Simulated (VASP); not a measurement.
The system is InPd.

```
In Pd
1.0
     3.31494    0.00000    0.00000
     0.00000    3.31494    0.00000
     0.00000    0.00000    3.31494
In Pd
1 1
Cartesian
  0.0000 0.0000 0.0000
  1.6575 1.6575 1.6575
```

This cell differs from its parent crystal: volume scaled by 1.04.

Base run:

```yaml
Program: VASP 6.6.1
Functional: PBEsol
Potentials_or_basis: VASP PAW PBE potentials, release 64 (In_d, Pd)
Cutoff: 520 eV
k_mesh: 8 × 8 × 8
Occupations: fermi-dirac, width 0.05 eV
Spin: no spin polarisation
```

Its results: pressure -7.2 GPa.

Task: After a change of settings the same cell gave: pressure -4.8 GPa. Which change was it?
A. functional from PBEsol to LDA; potentials or basis from VASP PAW PBE potentials, release 64 (In_d, Pd) to VASP PAW LDA potentials, release 64 (In_d, Pd)
B. functional from PBEsol to PBE; further incar settings from ALGO = Normal; EDIFF = 1e-06; NBANDS = 18 to ALGO = Fast; EDIFF = 1e-07; NBANDS = 18
C. functional from PBEsol to r2SCAN

Result: C.

Caveats: the PAW data sets were made with another functional, which shifts forces and pressure a little.
